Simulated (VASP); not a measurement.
# CuO (Cc) in VASP: further runs, part 3 of 3

VASP 6.6.1. Earlier steps stand in the parts before.

## (6) Single point, LDA+U, collinear spin, ferromagnetic start

File INCAR:

```
SYSTEM = CuO
  PREC = Accurate
  ENCUT = 520
  EDIFF = 1E-6
  ISMEAR = 0
  SIGMA = 0.05
  LREAL = .FALSE.
  LASPH = .TRUE.
  NELM = 150
  ALGO = Normal
  ISIF = 2
  LWAVE = .FALSE.
  LCHARG = .FALSE.
  ISPIN = 2
  MAGMOM = 0.62 0.62 0.33 0.33
  LORBIT = 11
  NUPDOWN = 1.8
  LMAXMIX = 4
  LDAU = .TRUE.
  LDAUTYPE = 2
  LDAUL = 2 -1
  LDAUU = 8 0
  LDAUJ = 0 0
  LDAUPRINT = 1
  GGA = CA
  NBANDS = 29
```

File KPOINTS:

```
regular mesh
0
G
  7 7 4
  0 0 0
```

File POSCAR:

```
CuO
1.0
    2.3446497600     -1.7133998200      0.0000000000
    2.3446497600      1.7133998200      0.0000000000
   -0.8605499100      0.0000000000      5.0594394800
Cu O
2 2
Direct
    0.0032000000      0.4968000000      0.0000000000
    0.4968000000      0.0032000000      0.5000000000
    0.5714000000      0.4056000000      0.2537000000
    0.4056000000      0.5714000000      0.7537000000
```

Potentials or basis: VASP PAW LDA potentials, release 64 (Cu, O).

Command:

```console
$ cat potpaw_LDA.64/Cu/POTCAR potpaw_LDA.64/O/POTCAR > POTCAR
$ mpirun -np 1 vasp_std > vasp.out
```

Wall time 78 s (1 thread of Intel Xeon 6975P-C (Granite Rapids), shared host); peak memory 0.22 GiB.

Results (log left out):

* Free energy: -18.6764 eV
* Pressure: -13.9 GPa
* Largest force: 0.685 eV/Å
* Net moment: 1.80 μB per cell
* Site moments: Cu +0.65; O +0.22 μB
* Valence electrons inside the program's atomic spheres: Cu 9.98; O 4.95

Forces on the atoms (eV/Å):
```
Cu  -0.569  0.219  0.239
Cu  -0.569 -0.219  0.239
O    0.569  0.298 -0.239
O    0.569 -0.298 -0.239
```

Stress tensor (GPa, compression positive):
```
-14.67   0.00   1.60
  0.00 -11.05   0.00
  1.60   0.00 -15.89
```

Eigenvalues of the final occupation matrices:
```tsv
site	spin	trace	eigenvalues
site 1 d	1	4.94	0.97 0.98 0.98 0.99 1.03
site 1 d	2	4.30	0.40 0.97 0.97 0.98 0.98
site 2 d	1	4.94	0.97 0.98 0.98 0.99 1.03
site 2 d	2	4.30	0.40 0.97 0.97 0.98 0.98
```

Caveat: the total moment is fixed, so each spin has its own Fermi level.

## (7) Single point, LDA+U, collinear spin, antiferromagnetic start

File INCAR:

```
SYSTEM = CuO
ALGO     = Normal         ! electronic algorithm
EDIFF    = 1E-7           ! SCF threshold, eV
ENCUT    = 520            ! plane-wave cutoff, eV
ISIF     = 2              ! what is computed and relaxed
ISMEAR   = 0              ! smearing method
ISPIN    = 2              ! spin polarisation
LASPH    = .True.         ! aspherical terms in the spheres
LCHARG   = .False.        ! write CHGCAR
LDAU     = .True.         ! DFT+U
LDAUJ    = 0 0          
LDAUL    = 2 -1           ! shell
LDAUPRINT= 1            
LDAUTYPE = 2            
LDAUU    = 8 0            ! U, eV
LMAXMIX  = 4              ! l up to which the mixer works
LORBIT   = 11             ! projections on sites
LREAL    = .False.        ! projectors in reciprocal space
LWAVE    = .False.        ! write WAVECAR
MAGMOM   = 0.55 -0.55 0 0 ! initial moments
NBANDS   = 29             ! bands
NELM     = 150            ! most SCF steps
PREC     = Accurate       ! precision mode
SIGMA    = 0.05           ! smearing width, eV
```

File KPOINTS:

```
k-points
0
Gamma
  7 7 4
  0 0 0
```

POSCAR is that of step 6.

Potentials or basis: VASP PAW LDA potentials, release 64 (Cu, O).

Command:

```console
$ cat potpaw_LDA.64/Cu/POTCAR potpaw_LDA.64/O/POTCAR > POTCAR
$ mpirun -np 1 vasp_std > vasp.out
```

OUTCAR:

```text
SYSTEM = CuO
   EDIFF = 1E-7
   ENCUT = 520
   ISIF = 2
   ISMEAR = 0
   ISPIN = 2
   LASPH = .True.
   LORBIT = 11
   LREAL = .False.
   NELM = 150
   PREC = Accurate

 ion  position               nearest neighbor table
   1  0.003  0.497  0.000-   4 1.91   3 1.93   4 1.98   3 2.02
   2  0.497  0.003  0.500-   3 1.91   4 1.93   3 1.98   4 2.02
   3  0.571  0.406  0.254-   2 1.91   1 1.93   2 1.98   1 2.02
   4  0.406  0.571  0.754-   1 1.91   2 1.93   1 1.98   2 2.02

  LATTYP: Found a base centered monoclinic cell.
 ALAT       =     4.6892995200
 B/A-ratio  =     0.7307700490
[... 1841 lines left out ...]
     2.344649760 -1.713399820  0.000000000     0.213251467 -0.291817470  0.036271514
     2.344649760  1.713399820  0.000000000     0.213251467  0.291817470  0.036271514
    -0.860549910  0.000000000  5.059439480     0.000000000  0.000000000  0.197650353

 POSITION                                       TOTAL-FORCE (eV/Angst)
 -----------------------------------------------------------------------------------
      1.17232      0.84573      0.00000        -0.541208      0.221639      0.240479
      0.74205     -0.84573      2.52972        -0.541208     -0.221639      0.240479
      2.07240     -0.28408      1.28358         0.541208      0.242909     -0.240479
      1.64213      0.28408      3.81330         0.541208     -0.242909     -0.240479
 -----------------------------------------------------------------------------------
    total drift:                               -0.000138      0.000000     -0.000523

  FREE ENERGIE OF THE ION-ELECTRON SYSTEM (eV)
  ---------------------------------------------------
  free  energy   TOTEN  =       -18.8633869678 eV

  energy  without entropy=      -18.8633869678  energy(sigma->0) =      -18.86338697

 total charge

# of ion       s       p       d       tot
------------------------------------------
    1        0.378   0.397   9.200   9.974
    2        0.378   0.397   9.200   9.974
    3        1.544   3.415   0.000   4.959
    4        1.544   3.415   0.000   4.959
--------------------------------------------------
tot          3.844   7.623  18.400  29.867

 magnetization (x)

# of ion       s       p       d       tot
------------------------------------------
    1       -0.004  -0.004   0.661   0.652
    2        0.004   0.004  -0.661  -0.652
    3       -0.000  -0.003   0.000  -0.003
    4        0.000   0.003   0.000   0.003
--------------------------------------------------
tot          0.000   0.000   0.000   0.000
```

Wall time 72 s (1 thread of Intel Xeon 6975P-C (Granite Rapids), shared host); peak memory 0.21 GiB.

What came out:

```yaml
Free_energy: -18.8634 eV
Pressure: -14.4 GPa
Largest_force: 0.640 eV/Å
Band_gap_on_the_k_mesh: 1.26 eV, indirect (least direct gap 1.49 eV)
Net_moment: 0.00 μB per cell
Site_moments: Cu +0.65, -0.65; O -0.00, +0.00 μB
Valence_electrons_inside_the_program's_atomic_spheres: Cu 9.97; O 4.96
```

Forces on the atoms (eV/Å):
```
Cu  -0.541  0.222  0.240
Cu  -0.541 -0.222  0.240
O    0.541  0.243 -0.240
O    0.541 -0.243 -0.240
```

Stress tensor (GPa, compression positive):
```
-15.26   0.00   1.38
  0.00 -11.73   0.00
  1.38   0.00 -16.16
```

Levels at points of the mesh, in eV from the valence-band top:
Spin up:
```csv
k point,band 14,band 15,band 16,band 17,band 18,band 19,band 20,band 21
"(0.00, 0.00, 0.00)",-1.84,-1.71,-1.34,0.00,2.23,2.47,6.97,8.74
"(0.00, 0.00, 0.50)",-3.16,-1.32,-1.26,-0.30,2.29,4.54,4.62,12.24
```
Spin down:
| k point | band 15 | band 16 | band 17 | band 18 | band 19 | band 20 |
| --- | --- | --- | --- | --- | --- | --- |
| (0.00, 0.00, 0.00) | -1.71 | -1.34 | 0.00 | 2.23 | 2.47 | 6.97 |
| (0.00, 0.00, 0.50) | -1.32 | -1.26 | -0.30 | 2.29 | 4.54 | 4.62 |

Eigenvalues of the final occupation matrices:
| site | spin | trace | eigenvalues |
| --- | --- | --- | --- |
| site 1 d | 1 | 4.94 | 0.97 0.98 0.98 0.98 1.03 |
| site 1 d | 2 | 4.28 | 0.37 0.97 0.98 0.98 0.98 |
| site 2 d | 1 | 4.28 | 0.37 0.97 0.98 0.98 0.98 |
| site 2 d | 2 | 4.94 | 0.97 0.98 0.98 0.98 1.03 |

A k mesh can miss the band edges. The state reached can hang on the start; a lower one may exist.

## (8) The runs side by side

```csv
spin,fixed moment (μB),gap on the mesh (eV),pressure (GPa),moment (μB),largest force (eV/Å)
"collinear, antiferromagnetic start",-,1.26,-14.4,0.00,0.64
"collinear, ferromagnetic start",2.0,-,-13.8,2.00,0.67
"collinear, ferromagnetic start",-,0.91,-13.8,2.00,0.67
"collinear, ferromagnetic start",1.8,-,-13.9,1.80,0.69
```

Alike in all rows: task single point; level LDA+U; potentials or basis VASP PAW LDA potentials, release 64 (Cu, O); Cu d U = 8.0 eV; cell as given; k mesh 7 × 7 × 4; cutoff (eV) 520; smearing gaussian 0.05 eV.

Caveats: the total moment is fixed, so each spin has its own Fermi level (some runs).

Absolute energies hang on the potentials; compare differences alone.
